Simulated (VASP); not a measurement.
# TiAl3 (I4/mmm) in VASP: notebook

The runs below take TiAl3 through single point, with r2SCAN.

Program: VASP 6.6.1. These are calculated values, not measurements. Logs are shortened: lines on timing, memory, paths and dates and some standing lists are left out, and cuts for length are marked.

## (1) The cell of the first run

It takes space group I4/mmm (No. 139, tetragonal). Conventional cell: a = 3.943 Å, b = 3.943 Å, c = 8.858 Å, α = 90.00°, β = 90.00°, γ = 90.00°. Ti (site symmetry 4/mmm) has 12 Al at 2.79 to 2.97 Å within 3.7 Å. Al (site symmetry 4/mmm) has 4 Ti at 2.79 Å and 8 Al at 2.97 Å within 3.7 Å. Within 3.7 Å of Al (site symmetry -4m2) lie 8 Al at 2.79 to 2.97 Å and 4 Ti at 2.97 Å.

## (2) Single point, r2SCAN (17.22 Å³/atom)

File POSCAR:

```
TiAl3
1.0
   -1.9717073746      1.9717073746      4.4291638481
    1.9717073746     -1.9717073746      4.4291638481
    1.9717073746      1.9717073746     -4.4291638481
Ti Al
1 3
Direct
    0.0000000000      0.0000000000      0.0000000000
    0.5000000000      0.5000000000      0.0000000000
    0.7500000000      0.2500000000      0.5000000000
    0.2500000000      0.7500000000      0.5000000000
```

File INCAR.step1:

```
PREC = Accurate
ENCUT = 550
ISMEAR = 0
SIGMA = 0.1
LREAL = F
LASPH = T
NELM = 120
NBANDS = 18
GGA = PE
ALGO = Normal
EDIFF = 1E-5
LWAVE = T
LCHARG = F
GGA_COMPAT = F
```

File INCAR.step2:

```
PREC = Accurate
ENCUT = 550
EDIFF = 1E-6
ISMEAR = 0
SIGMA = 0.1
LREAL = F
LASPH = T
NELM = 120
ALGO = Normal
ISIF = 2
LWAVE = F
LCHARG = T
METAGGA = R2SCAN
LMIXTAU = T
LELF = T
LVHAR = T
NBANDS = 18
ISTART = 1
GGA_COMPAT = F
```

File KPOINTS:

```
Automatic mesh
0
Gamma
  16 16 16
```

Potentials or basis: VASP PAW PBE potentials, release 64 (Ti_sv, Al).

On the command line:

```
> cat potpaw_PBE.64/Ti_sv/POTCAR potpaw_PBE.64/Al/POTCAR > POTCAR
> cp INCAR.step1 INCAR
> mpirun -np 1 vasp_std > vasp.out
> cp INCAR.step2 INCAR
> mpirun -np 1 vasp_std > vasp.out
```

OUTCAR:

```text
PREC = Accurate
   ENCUT = 550
   EDIFF = 1E-6
   ISMEAR = 0
   LREAL = F
   LASPH = T
   NELM = 120
   ISIF = 2
   METAGGA = R2SCAN
   ISTART = 1

 ion  position               nearest neighbor table
   1  0.000  0.000  0.000-   2 2.79   2 2.79   2 2.79   2 2.79   3 2.97   3 2.97   4 2.97   4 2.97
                             4 2.97   3 2.97   4 2.97   3 2.97
   2  0.500  0.500  0.000-   1 2.79   1 2.79   1 2.79   1 2.79   4 2.97   4 2.97   3 2.97   3 2.97
                             4 2.97   3 2.97   4 2.97   3 2.97
   3  0.750  0.250  0.500-   4 2.79   4 2.79   4 2.79   4 2.79   2 2.97   2 2.97   1 2.97   1 2.97
                             2 2.97   1 2.97   2 2.97   1 2.97
   4  0.250  0.750  0.500-   3 2.79   3 2.79   3 2.79   3 2.79   1 2.97   1 2.97   2 2.97   2 2.97
                             2 2.97   1 2.97   2 2.97   1 2.97

  LATTYP: Found a body centered tetragonal cell.
 ALAT       =     3.9434147492
 C/A-ratio  =     2.2463596298

  Lattice vectors:

 A1 = (  -1.9717073746,   1.9717073746,   4.4291638481)
 A2 = (   1.9717073746,  -1.9717073746,   4.4291638481)
 A3 = (   1.9717073746,   1.9717073746,  -4.4291638481)

Analysis of symmetry for initial positions (statically):
=====================================================================
 Subroutine PRICEL returns:
 Original cell was already a primitive cell.

 Routine SETGRP: Setting up the symmetry group for a
 body centered tetragonal supercell.

 Subroutine GETGRP returns: Found 16 space group operations
 (whereof 16 operations were pure point group operations)
 out of a pool of 16 trial point group operations.

The static configuration has the point symmetry D_4h.

Analysis of symmetry for dynamics (positions and initial velocities):
=====================================================================
 Subroutine PRICEL returns:
 Original cell was already a primitive cell.

 Routine SETGRP: Setting up the symmetry group for a
 body centered tetragonal supercell.

 Subroutine GETGRP returns: Found 16 space group operations
 (whereof 16 operations were pure point group operations)
 out of a pool of 16 trial point group operations.

The dynamic configuration has the point symmetry D_4h.

 Subroutine INISYM returns: Found 16 space group operations
 (whereof 16 operations are pure point group operations),
 and found     1 'primitive' translations

----------------------------------------------------------------------------------------

                                     Primitive cell

  volume of cell :      68.8758

  direct lattice vectors                    reciprocal lattice vectors
    -1.971707375  1.971707375  4.429163848     0.000000000  0.253587326  0.112888125
     1.971707375 -1.971707375  4.429163848     0.253587326  0.000000000  0.112888125
     1.971707375  1.971707375 -4.429163848     0.253587326  0.253587326  0.000000000

  length of vectors
     5.233808588  5.233808588  5.233808588     0.277579287  0.277579287  0.358626635

  position of ions in fractional coordinates (direct lattice)
     0.000000000  0.000000000  0.000000000
     0.500000000  0.500000000  0.000000000
     0.750000000  0.250000000  0.500000000
     0.250000000  0.750000000  0.500000000

  ion indices of the primitive-cell ions
   primitive index   ion index
                 1           1
                 2           2
                 3           3
                 4           4

----------------------------------------------------------------------------------------

 KPOINTS: Automatic mesh

Automatic generation of k-mesh.
 Grid dimensions read from file:
 generate k-points for:   16   16   16

 Generating k-lattice:

  Cartesian coordinates                     Fractional coordinates (reciprocal lattice)
     0.000000000  0.015849208  0.007055508     0.062500000  0.000000000 -0.000000000
     0.015849208  0.000000000  0.007055508     0.000000000  0.062500000 -0.000000000
     0.015849208  0.015849208  0.000000000     0.000000000  0.000000000  0.062500000

  Length of vectors
     0.017348705  0.017348705  0.022414165

  Shift w.r.t. Gamma in fractional coordinates (k-lattice)
     0.000000000  0.000000000  0.000000000

 Subroutine IBZKPT returns following result:
 ===========================================

 Found    349 irreducible k-points:

 Following reciprocal coordinates:
            Coordinates               Weight
  0.000000  0.000000  0.000000      1.000000
  0.062500  0.000000  0.000000      8.000000
  0.125000  0.000000  0.000000      8.000000
  0.187500 -0.000000  0.000000      8.000000
  0.250000  0.000000  0.000000      8.000000
  0.312500  0.000000  0.000000      8.000000
[... 16 lines left out ...]
 -0.125000  0.062500  0.000000     16.000000
 -0.062500  0.062500  0.000000      4.000000
 [... further k-points ...]
   k-points           NKPTS =    349   k-points in BZ     NKDIM =    349   number of bands    NBANDS=     18
   number of dos      NEDOS =    301   number of ions     NIONS =      4
   total plane-waves  NPLWV =  64000
   dimension x,y,z NGX =    40 NGY =   40 NGZ =   40
   dimension x,y,z NGXF=    80 NGYF=   80 NGZF=   80
   ions per type =               1   3
   NGX,Y,Z   is equivalent  to a cutoff of  12.71, 12.71, 12.71 a.u.
   NGXF,Y,Z  is equivalent  to a cutoff of  25.41, 25.41, 25.41 a.u.
 SYSTEM =  unknown system
   PREC   = accura    normal or accurate (medium, high low for compatibility)
   ISTART =      1    job   : 0-new  1-cont  2-samecut
   ICHARG =      0    charge: 1-file 2-atom 10-const
   ISPIN  =      1    spin polarized calculation?
   LNONCOLLINEAR =      F non collinear calculations
   LSORBIT =      F    spin-orbit coupling
   LASPH  =      T    aspherical Exc in radial PAW
   ENCUT  =  550.0 eV  40.42 Ry    6.36 a.u.  10.01 10.01 10.01*2*pi/ulx,y,z
   NELM   =    120;   NELMIN=  2; NELMDL=  0     # of ELM steps
   EDIFF  = 0.1E-05   stopping-criterion for ELM
   LREAL  =      F    real-space projection
   EDIFFG = 0.1E-04   stopping-criterion for IOM
   NSW    =      0    number of steps for IOM
   IBRION =     -1    ionic relax: 0-MD 1-quasi-New 2-CG
   NFREE  =      0    steps in history (QN), initial steepest desc. (CG)
   ISIF   =      2    stress and relaxation
   ISYM   =      2    0-nonsym 1-usesym 2-fastsym
   POTIM  = 0.5000    time-step for ionic-motion
   TEBEG  =    0.0;   TEEND  =   0.0 temperature during run
   PSTRESS=    0.0 pullay stress
   NELECT =      21.0000    total number of electrons
   NUPDOWN=      -1.0000    fix difference up-down
   EMIN   =  10.00;   EMAX   =-10.00  energy-range for DOS
   EFERMI =   0.00;   METHOD = LEGACY
   ISMEAR =     0;   SIGMA  =   0.10  broadening in eV -4-tet -1-fermi 0-gaus
   EFERMI_NEDOS =   21; number of points for ismear=-14 and -15
   IALGO  =     38    algorithm
   IMIX   =      4    mixing-type and parameters
     AMIX     =   0.40;   BMIX     =  1.00
     AMIX_MAG =   1.60;   BMIX_MAG =  1.00
  volume/ion in A,a.u.               =      17.22       116.20
  Fermi-wavevector in a.u.,A,eV,Ry     =   1.101858  2.082210 16.518718  1.214092
  Thomas-Fermi vector in A             =   2.238292
   LORBIT       =      0    0 simple, 1 ext, 2 COOP (PROOUT), +10 PAW based schemes
   METAGGA = R2SCAN    functional components
   LHFCALC =     F    Hartree Fock is set to
   AEXX    =    0.0000 exact exchange contribution
   IVDW    =     0    specifies the selected vdW correction
   LEPSILON=     F    determine dielectric tensor
   LRPA    =     F    only Hartree local field effects (RPA)
 non-spin polarized calculation
 Gauss-broadening in eV      SIGMA  =   0.10
  energy-cutoff  :      550.00
  volume of cell :       68.88
 maximum number of plane-waves:      2046
   NGX = 21   NGY = 21   NGZ = 21

 number of electron      21.0000000 magnetization

 Free energy of the ion-electron system (eV)
  ---------------------------------------------------
  ext. energy  EPLUGINS =         0.00000000
  ---------------------------------------------------
  free energy    TOTEN  =       -34.71433627 eV

  energy without entropy =      -34.70550780  energy(sigma->0) =      -34.70992203

 E-fermi :   7.4283     XC(G=0): -11.1538

 val. band max:        7.4211720425   @ k =  -0.3125   0.4375   0.3125
 cond. band min:       7.4291753447   @ k =   0.1875  -0.0000   0.0000
 fundamental gap:      0.0080033022
 Fermi energy:         7.4283237145

 k-point     1 :       0.0000    0.0000    0.0000
  band No.  band energies     occupation
      1     -51.6778      2.00000
      2     -26.9239      2.00000
      3     -26.9239      2.00000
      4     -26.8557      2.00000
      5      -2.8091      2.00000
      6       4.5087      2.00000
[... 10 lines left out ...]
     17      11.0385      0.00000
     18      11.0385      0.00000

 k-point     2 :       0.0625    0.0000    0.0000
  band No.  band energies     occupation
      1     -51.6778      2.00000
      2     -26.9247      2.00000
      3     -26.9239      2.00000
      4     -26.8557      2.00000
      5      -2.7608      2.00000
      6       4.2043      2.00000
[... 10 lines left out ...]
     17      11.0537      0.00000
     18      11.3529      0.00000

 k-point     3 :       0.1250    0.0000    0.0000
  band No.  band energies     occupation
      1     -51.6777      2.00000
      2     -26.9268      2.00000
      3     -26.9238      2.00000
      4     -26.8556      2.00000
      5      -2.6164      2.00000
      6       3.8673      2.00000
[... 10 lines left out ...]
     17      11.1201      0.00000
     18      12.0732      0.00000

 k-point     4 :       0.1875   -0.0000    0.0000
  band No.  band energies     occupation
      1     -51.6775      2.00000
      2     -26.9300      2.00000
      3     -26.9235      2.00000
      4     -26.8554      2.00000
      5      -2.3775      2.00000
      6       3.5228      2.00000
[... 375 lines left out ...]
      4     -26.8553      2.00000
      5      -2.3764      2.00000
      6       3.8504      2.00000
[... 10 lines left out ...]
     17      11.4590      0.00000
     18      12.8860      0.00000

 k-point    23 :      -0.1250    0.0625    0.0000
  band No.  band energies     occupation
      1     -51.6776      2.00000
      2     -26.9268      2.00000
      3     -26.9245      2.00000
      4     -26.8555      2.00000
      5      -2.5998      2.00000
      6       4.2496      2.00000
[... 10 lines left out ...]
     17      11.3098      0.00000
     18      12.1284      0.00000

 k-point    24 :      -0.0625    0.0625    0.0000
  band No.  band energies     occupation
      1     -51.6777      2.00000
      2     -26.9247      2.00000
      3     -26.9246      2.00000
      4     -26.8556      2.00000
      5      -2.7283      2.00000
      6       4.5755      2.00000
[... 10 lines left out ...]
     17      11.1933      0.00000
     18      11.4654      0.00000

 [... further k-points ...]

------------------------ aborting loop because EDIFF is reached ----------------------------------------

  FORCE on cell =-STRESS in cart. coord.  units (eV):
  Direction    XX          YY          ZZ          XY          YZ          ZX
  --------------------------------------------------------------------------------------
  -------------------------------------------------------------------------------------
  Total       -3.9423734     -3.9423734     -3.9320088      0.0000000      0.0000000      0.0000000
  in kB      -91.7068302    -91.7068302    -91.4657296      0.0000000      0.0000000      0.0000000
  external PRESSURE =     -91.6264633 kB  Pullay stress =       0.0000000 kB

 VOLUME and BASIS-vectors are now :
 -----------------------------------------------------------------------------
  energy-cutoff  :      550.00
  volume of cell :       68.88
      direct lattice vectors                 reciprocal lattice vectors
    -1.971707375  1.971707375  4.429163848     0.000000000  0.253587326  0.112888125
     1.971707375 -1.971707375  4.429163848     0.253587326  0.000000000  0.112888125
     1.971707375  1.971707375 -4.429163848     0.253587326  0.253587326  0.000000000

 POSITION                                       TOTAL-FORCE (eV/Angst)
 -----------------------------------------------------------------------------------
      0.00000      0.00000      0.00000        -0.000000      0.000000      0.000000
      0.00000      0.00000      4.42916        -0.000000      0.000000      0.000000
      0.00000      1.97171      2.21458        -0.000000      0.000000      0.000000
      1.97171      0.00000      2.21458         0.000000     -0.000000     -0.000000
 -----------------------------------------------------------------------------------
    total drift:                               -0.000000     -0.000000     -0.000000

  FREE ENERGIE OF THE ION-ELECTRON SYSTEM (eV)
  ---------------------------------------------------
  free  energy   TOTEN  =       -34.7143362743 eV

  energy  without entropy=      -34.7055077954  energy(sigma->0) =      -34.70992203
```

Run time: 17 min. Hardware: 1 thread of Intel Xeon 6975P-C (Granite Rapids), shared host; peak memory 0.59 GiB.

Results:

```yaml
Free_energy: -34.7143 eV
Pressure: -9.2 GPa
Band_gap_on_the_k_mesh: zero (an odd number of electrons rules out a gap without spin polarisation)
```

Caveat: the cell stands under tension; the PAW data sets were made with another functional, which shifts forces and pressure a little.

## (3) Single point, r2SCAN

This run uses another cell than the first one: it holds 8 atoms, not 4.

File POSCAR:

```
TiAl3
1.0
    3.8240007105      0.0000000000      0.0000000000
    0.0000000000      3.8240007105      0.0000000000
    0.0000000000      0.0000000000      8.5638300760
Ti Al
2 6
Direct
    0.0000000000      0.0000000000      0.0000000000
    0.5000000000      0.5000000000      0.5000000000
    0.5000000000      0.5000000000      0.0000000000
    0.0000000000      0.5000000000      0.2500000000
    0.5000000000      0.0000000000      0.2500000000
    0.0000000000      0.0000000000      0.5000000000
    0.5000000000      0.0000000000      0.7500000000
    0.0000000000      0.5000000000      0.7500000000
```

File INCAR.step1:

```
ALGO = Normal
EDIFF = 1E-4
ENCUT = 520
GGA = PE
ISMEAR = 0
LASPH = True
LCHARG = False
LREAL = False
LWAVE = True
NBANDS = 31
NELM = 60
PREC = Accurate
SIGMA = 0.1
```

File INCAR.step2:

```
ALGO = Normal
EDIFF = 1E-7
ENCUT = 520
ISIF = 2
ISMEAR = 0
ISTART = 1
LASPH = True
LCHARG = False
LMIXTAU = True
LREAL = False
LWAVE = False
METAGGA = R2SCAN
NBANDS = 31
NELM = 60
PREC = Accurate
SIGMA = 0.1
```

File KPOINTS:

```
k-points
0
Gamma
  10 10 4
```

Potentials or basis: VASP PAW PBE potentials, release 64 (Ti_sv, Al).

On the command line:

```
> cat potpaw_PBE.64/Ti_sv/POTCAR potpaw_PBE.64/Al/POTCAR > POTCAR
> cp INCAR.step1 INCAR
> mpirun -np 1 vasp_std > vasp.out
> cp INCAR.step2 INCAR
> mpirun -np 1 vasp_std > vasp.out
```

Wall time 16 min (1 thread of Intel Xeon Platinum 8259CL at 2.50GHz (Skylake/Cascade Lake), shared host); peak memory 0.36 GiB.

Results (log left out):

```
Free energy            : -69.8206 eV
Pressure               : -0.1 GPa
Band gap on the k mesh : zero (bands 21 and 22 overlap by 2.28 eV)
```

Stress tensor (GPa, compression positive):
```
-0.18  0.00  0.00
 0.00 -0.18  0.00
 0.00  0.00 -0.03
```

Levels at points of the mesh, in eV from the Fermi level:
| k point | band 18 | band 19 | band 20 | band 21 | band 22 | band 23 | band 24 | band 25 |
| --- | --- | --- | --- | --- | --- | --- | --- | --- |
| (0.00, 0.00, 0.00) | -1.05 | -1.05 | -0.27 | 0.79 | 0.79 | 0.87 | 1.00 | 1.76 |
| (0.50, 0.00, 0.00) | -1.12 | -1.09 | -1.09 | 0.29 | 0.29 | 2.07 | 2.07 | 2.55 |
| (0.50, 0.50, 0.00) | -3.02 | -2.34 | -2.34 | -1.05 | -1.05 | 1.95 | 1.95 | 2.24 |
| (0.00, 0.00, 0.50) | -1.20 | -0.24 | -0.24 | 0.93 | 0.93 | 1.24 | 1.24 | 1.24 |
| (0.50, 0.00, 0.50) | -1.15 | -0.26 | -0.26 | 0.58 | 0.58 | 2.07 | 2.07 | 2.16 |
| (0.50, 0.50, 0.50) | -2.00 | -2.00 | -2.00 | -1.28 | -1.28 | 0.89 | 0.89 | 1.95 |

Caveat: the PAW data sets were made with another functional, which shifts forces and pressure a little.

[end of part 1 of 2]

The gap in the log of VASP goes by the Fermi energy; the results here count the filled bands.